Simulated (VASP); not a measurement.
# CdSe (Fm-3m) in VASP: a series of runs, part 2 of 3

VASP 6.6.1. Earlier steps stand in the parts before.

**3. Relaxation of cell and atoms, HSE06**

POSCAR

```
CdSe
1.0
    0.0000000000      2.8739580000      2.8739580000
    2.8739580000      0.0000000000      2.8739580000
    2.8739580000      2.8739580000      0.0000000000
Cd Se
1 1
Direct
    0.0000000000      0.0000000000      0.0000000000
    0.5000000000      0.5000000000      0.5000000000
```

INCAR.step1

```
  PREC = Accurate
  ENCUT = 600
  EDIFF = 1E-5
  ISMEAR = -1
  SIGMA = 0.05
  LREAL = F
  LASPH = T
  NELM = 100
  ALGO = Normal
  LWAVE = T
  LCHARG = F
  GGA = PE
  NBANDS = 16
```

INCAR.step2

```
  PREC = Accurate
  ENCUT = 600
  EDIFF = 1E-6
  ISMEAR = -1
  SIGMA = 0.05
  LREAL = F
  LASPH = T
  NELM = 100
  ALGO = Normal
  ISIF = 3
  LWAVE = F
  LCHARG = F
  GGA = PE
  LHFCALC = T
  HFSCREEN = 0.2079
  PRECFOCK = Normal
  IBRION = 2
  NSW = 60
  EDIFFG = -0.01
  ISTART = 1
```

KPOINTS

```
regular mesh
0
Gamma
  4 4 4
```

Potentials or basis: VASP PAW PBE potentials, release 64 (Cd, Se).

Run with:

```
$ cat potpaw_PBE.64/Cd/POTCAR potpaw_PBE.64/Se/POTCAR > POTCAR
$ cp INCAR.step1 INCAR
$ mpirun -np 1 vasp_std > vasp.out
$ cp INCAR.step2 INCAR
$ mpirun -np 1 vasp_std > vasp.out
```

OUTCAR:

```text
PREC = Accurate
   ENCUT = 600
   EDIFF = 1E-6
   ISMEAR = -1
   LREAL = F
   LASPH = T
   NELM = 100
   ISIF = 3
   GGA = PE
   LHFCALC = T
   HFSCREEN = 0.2079
   PRECFOCK = Normal
   IBRION = 2
   NSW = 60
   EDIFFG = -0.01
   ISTART = 1

 ion  position               nearest neighbor table
   1  0.000  0.000  0.000-   2 2.87   2 2.87   2 2.87   2 2.87   2 2.87   2 2.87
   2  0.500  0.500  0.500-   1 2.87   1 2.87   1 2.87   1 2.87   1 2.87   1 2.87

  LATTYP: Found a face centered cubic cell.
 ALAT       =     5.7479160000

  Lattice vectors:

 A1 = (   0.0000000000,   2.8739580000,   2.8739580000)
 A2 = (   2.8739580000,   0.0000000000,   2.8739580000)
 A3 = (   2.8739580000,   2.8739580000,   0.0000000000)

Analysis of symmetry for initial positions (statically):
=====================================================================
 Subroutine PRICEL returns:
 Original cell was already a primitive cell.

 Routine SETGRP: Setting up the symmetry group for a
 face centered cubic supercell.

 Subroutine GETGRP returns: Found 48 space group operations
 (whereof 48 operations were pure point group operations)
 out of a pool of 48 trial point group operations.

The static configuration has the point symmetry O_h .

Analysis of symmetry for dynamics (positions and initial velocities):
=====================================================================
 Subroutine PRICEL returns:
 Original cell was already a primitive cell.

 Routine SETGRP: Setting up the symmetry group for a
 face centered cubic supercell.

 Subroutine GETGRP returns: Found 48 space group operations
 (whereof 48 operations were pure point group operations)
 out of a pool of 48 trial point group operations.

The dynamic configuration has the point symmetry O_h .

 Subroutine INISYM returns: Found 48 space group operations
 (whereof 48 operations are pure point group operations),
 and found     1 'primitive' translations

----------------------------------------------------------------------------------------

                                     Primitive cell

  volume of cell :      47.4757

  direct lattice vectors                    reciprocal lattice vectors
     0.000000000  2.873958000  2.873958000    -0.173976098  0.173976098  0.173976098
     2.873958000  0.000000000  2.873958000     0.173976098 -0.173976098  0.173976098
     2.873958000  2.873958000  0.000000000     0.173976098  0.173976098 -0.173976098

  length of vectors
     4.064390381  4.064390381  4.064390381     0.301335442  0.301335442  0.301335442

  position of ions in fractional coordinates (direct lattice)
     0.000000000  0.000000000  0.000000000
     0.500000000  0.500000000  0.500000000

  ion indices of the primitive-cell ions
   primitive index   ion index
                 1           1
                 2           2

----------------------------------------------------------------------------------------

 KPOINTS: regular mesh

Automatic generation of k-mesh.
 Grid dimensions read from file:
 generate k-points for:    4    4    4

 Generating k-lattice:

  Cartesian coordinates                     Fractional coordinates (reciprocal lattice)
    -0.043494025  0.043494025  0.043494025     0.250000000  0.000000000  0.000000000
     0.043494025 -0.043494025  0.043494025     0.000000000  0.250000000  0.000000000
     0.043494025  0.043494025 -0.043494025     0.000000000  0.000000000  0.250000000

  Length of vectors
     0.075333860  0.075333860  0.075333860

  Shift w.r.t. Gamma in fractional coordinates (k-lattice)
     0.000000000  0.000000000  0.000000000

 Subroutine IBZKPT returns following result:
 ===========================================

 Found      8 irreducible k-points:

 Following reciprocal coordinates:
            Coordinates               Weight
  0.000000  0.000000  0.000000      1.000000
  0.250000  0.000000  0.000000      8.000000
  0.500000  0.000000  0.000000      4.000000
  0.250000  0.250000  0.000000      6.000000
  0.500000  0.250000  0.000000     24.000000
 -0.250000  0.250000  0.000000     12.000000
  0.500000  0.500000  0.000000      3.000000
 -0.250000  0.500000  0.250000      6.000000
   k-points           NKPTS =      8   k-points in BZ     NKDIM =     64   number of bands    NBANDS=     13
   number of dos      NEDOS =    301   number of ions     NIONS =      2
   total plane-waves  NPLWV =  32768
   dimension x,y,z NGX =    32 NGY =   32 NGZ =   32
   dimension x,y,z NGXF=    64 NGYF=   64 NGZF=   64
   ions per type =               1   1
   NGX,Y,Z   is equivalent  to a cutoff of  13.09, 13.09, 13.09 a.u.
   NGXF,Y,Z  is equivalent  to a cutoff of  26.18, 26.18, 26.18 a.u.
 SYSTEM =  unknown system
   PREC   = accura    normal or accurate (medium, high low for compatibility)
   ISTART =      1    job   : 0-new  1-cont  2-samecut
   ICHARG =      0    charge: 1-file 2-atom 10-const
   ISPIN  =      1    spin polarized calculation?
   LNONCOLLINEAR =      F non collinear calculations
   LSORBIT =      F    spin-orbit coupling
   LASPH  =      T    aspherical Exc in radial PAW
   ENCUT  =  600.0 eV  44.10 Ry    6.64 a.u.   8.12  8.12  8.12*2*pi/ulx,y,z
   NELM   =    100;   NELMIN=  2; NELMDL=  0     # of ELM steps
   EDIFF  = 0.1E-05   stopping-criterion for ELM
   LREAL  =      F    real-space projection
   EDIFFG = -.1E-01   stopping-criterion for IOM
   NSW    =     60    number of steps for IOM
   IBRION =      2    ionic relax: 0-MD 1-quasi-New 2-CG
   NFREE  =      1    steps in history (QN), initial steepest desc. (CG)
   ISIF   =      3    stress and relaxation
   ISYM   =      3    0-nonsym 1-usesym 2-fastsym
   POTIM  = 0.5000    time-step for ionic-motion
   TEBEG  =    0.0;   TEEND  =   0.0 temperature during run
   PSTRESS=    0.0 pullay stress
   NELECT =      18.0000    total number of electrons
   NUPDOWN=      -1.0000    fix difference up-down
   EMIN   =  10.00;   EMAX   =-10.00  energy-range for DOS
   EFERMI =   0.00;   METHOD = LEGACY
   ISMEAR =    -1;   SIGMA  =   0.05  broadening in eV -4-tet -1-fermi 0-gaus
   EFERMI_NEDOS =   21; number of points for ismear=-14 and -15
   IALGO  =     38    algorithm
   IMIX   =      1    mixing-type and parameters
     AMIX     =   0.40;   BMIX     =  1.00
     AMIX_MAG =   1.60;   BMIX_MAG =  1.00
  volume/ion in A,a.u.               =      23.74       160.19
  Fermi-wavevector in a.u.,A,eV,Ry     =   1.184882  2.239103 19.101849  1.403946
  Thomas-Fermi vector in A             =   2.321088
   LORBIT       =      0    0 simple, 1 ext, 2 COOP (PROOUT), +10 PAW based schemes
   GGA     = PE    functional components
   LHFCALC =     T    Hartree Fock is set to
   PRECFOCK=normal    Normal, Fast or Accurate (Low or Medium for compatibility)
   ENCUT4O =  -1.0   cutoff for four orbital integrals eV
   NKREDX  =     1    reduce k-point grid by
   NKREDY  =     1    reduce k-point grid by
   NKREDZ  =     1    reduce k-point grid by
   AEXX    =    0.2500 exact exchange contribution
   HFSCREEN=    0.2079 screening length (either q_TF or 0.3 A-1)
   HFSCREENC=   0.2079 screening length for correlation (either q_TF or 0.3 A-1)
   ENCUTFOCK=  -1.0 apply spherical cutoff to Coloumb kernel
   IVDW    =     0    specifies the selected vdW correction
   LEPSILON=     F    determine dielectric tensor
   LRPA    =     F    only Hartree local field effects (RPA)
 conjugate gradient relaxation of ions
 non-spin polarized calculation
  energy-cutoff  :      600.00
  volume of cell :       47.48
 maximum number of plane-waves:      1604
  NGX = 28; NGY = 28; NGZ = 28

--------------------------------------- Ionic step        1  -------------------------------------------

 number of electron      17.9999995 magnetization

 Free energy of the ion-electron system (eV)
  ---------------------------------------------------
  ext. energy  EPLUGINS =         0.00000000
  ---------------------------------------------------
  free energy    TOTEN  =        -6.44069320 eV

  energy without entropy =       -6.43915122  energy(sigma->0) =       -6.43992221

------------------------ aborting loop because EDIFF is reached ----------------------------------------

  FORCE on cell =-STRESS in cart. coord.  units (eV):
  Direction    XX          YY          ZZ          XY          YZ          ZX
  --------------------------------------------------------------------------------------
  -------------------------------------------------------------------------------------
  Total       -0.4438098     -0.4438098     -0.4438098     -0.0000000     -0.0000000      0.0000000
  in kB      -14.9773927    -14.9773927    -14.9773927     -0.0000000     -0.0000000      0.0000000
  external PRESSURE =     -14.9773927 kB  Pullay stress =       0.0000000 kB
[... 57 lines left out ...]
  energy  without entropy=       -6.4432748969  energy(sigma->0) =       -6.44403671

--------------------------------------- Ionic step        3  -------------------------------------------

 number of electron      17.9999994 magnetization

 Free energy of the ion-electron system (eV)
  ---------------------------------------------------
  ext. energy  EPLUGINS =         0.00000000
  ---------------------------------------------------
  free energy    TOTEN  =        -6.44570157 eV

  energy without entropy =       -6.44418515  energy(sigma->0) =       -6.44494336

 E-fermi :   2.1111     XC(G=0):  -8.3571

 val. band max:        1.8862031458   @ k =   0.5000   0.0000   0.0000
 cond. band min:       2.2819019557   @ k =   0.5000   0.5000   0.0000
 fundamental gap:      0.3956988099
 Fermi energy:         2.1111033539

 k-point     1 :       0.0000    0.0000    0.0000
  band No.  band energies     occupation
      1     -12.2363      2.00000
      2      -7.4118      2.00000
      3      -7.4118      2.00000
      4      -7.3746      2.00000
      5      -7.3745      2.00000
      6      -7.3745      2.00000
      7       1.3035      2.00000
      8       1.3035      2.00000
      9       1.3035      2.00000
     10       3.0293      0.00000
     11      11.5599      0.00000
     12      11.5599      0.00000
     13      11.5599      0.00000
[... 139 lines left out ...]
  FREE ENERGIE OF THE ION-ELECTRON SYSTEM (eV)
  ---------------------------------------------------
  free  energy   TOTEN  =        -6.4457015686 eV

  energy  without entropy=       -6.4441851533  energy(sigma->0) =       -6.44494336

 reached required accuracy - stopping structural energy minimisation
```

Run time: 16 min. Hardware: 1 thread of Intel Xeon 6975P-C (Granite Rapids), shared host; peak memory 0.3 GiB.

What came out:

* Free energy: -6.4457 eV
* Relaxed volume: 23.21 Å³/atom
* Relaxed cell: a = 4.034 Å, b = 4.034 Å, c = 4.034 Å, α = 60.00°, β = 60.00°, γ = 60.00°
* Space group after relaxing (to 0.1 Å): Fm-3m (No. 225)
* Energy gained by relaxing: 2.5 meV/atom
* Ionic steps: 3
* Pressure after relaxing: 0.0 GPa
* Band gap on the k mesh: 0.40 eV (least direct gap 1.73 eV)

Step by step:
```
step  energy change (eV)  largest force (eV/Å)  pressure (GPa)  volume (Å³)
   1              0.0000                0.0000           -1.50        47.48
   2             -0.0041                0.0000            0.66        45.97
   3             -0.0050                0.0000           -0.01        46.41
```

Final structure:
```
Cd Se
1.0
     0.00000    2.85236    2.85236
     2.85236    0.00000    2.85236
     2.85236    2.85236    0.00000
Cd Se
1 1
Direct
  0.00000 0.00000 0.00000
  0.50000 0.50000 0.50000
```

Caveat: the k points lie up to 0.48 Å⁻¹ apart in the final cell; the PAW data sets were made with another functional, which shifts forces and pressure a little.

(Continued in part 3 of 3.)
